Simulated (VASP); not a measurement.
Here is a VASP 6.6.1 calculation.

The input INCAR:

```
ALGO = Normal
EDIFF = 1E-6
EDIFFG = -0.01
ENCUT = 600
GGA = PE
IBRION = 2
ISIF = 3
ISMEAR = 0
LASPH = True
LCHARG = False
LREAL = False
LWAVE = False
NELM = 80
NSW = 100
PREC = Accurate
SIGMA = 0.1
```

File KPOINTS:

```
k-points
0
Gamma
  12 12 6
```

Contents of POSCAR:

```
B4MoRu
1.0
    3.0085606727      0.0000000000      0.0000000000
   -1.5042803363      2.6054899714      0.0000000000
    0.0000000000      0.0000000000      6.6849641449
B Mo Ru
4 1 1
Direct
    0.3333333333      0.6666666667      0.7486013608
    0.3333333333      0.6666666667      0.2513986392
    0.6666666667      0.3333333333      0.7486013608
    0.6666666667      0.3333333333      0.2513986392
    0.0000000000      0.0000000000      0.5000000000
    0.0000000000      0.0000000000      0.0000000000
```

Potentials or basis: VASP PAW PBE potentials, release 64 (B, Mo_sv, Ru_pv).

Run with:

```sh
$ cat potpaw_PBE.64/B/POTCAR potpaw_PBE.64/Mo_sv/POTCAR potpaw_PBE.64/Ru_pv/POTCAR > POTCAR
$ mpirun -np 1 vasp_std > vasp.out
```

What does it give for the band gap on the k mesh?

Zero (band 20 reaches 12.04 eV, above the bottom of band 21 at 10.39 eV).

Predict the relaxed cell.

a = 3.004 Å, b = 3.004 Å, c = 6.721 Å, α = 90.00°, β = 90.00°, γ = 120.00°.

What does it give for the relaxed volume?

8.75 Å³/atom.

Estimate the space group after relaxing (to 0.05 Å).

P6/mmm (No. 191).

The path:
| step | energy change (eV) | largest force (eV/Å) | pressure (GPa) | volume (Å³) |
| --- | --- | --- | --- | --- |
| 1 | 0.0000 | 0.1090 | 0.56 | 52.40 |
| 2 | -0.0026 | 0.0365 | -0.71 | 52.63 |
| 3 | -0.0026 | 0.0299 | -0.84 | 52.66 |
| 4 | -0.0029 | 0.0179 | 0.57 | 52.41 |
| 5 | -0.0032 | 0.0017 | 0.00 | 52.51 |
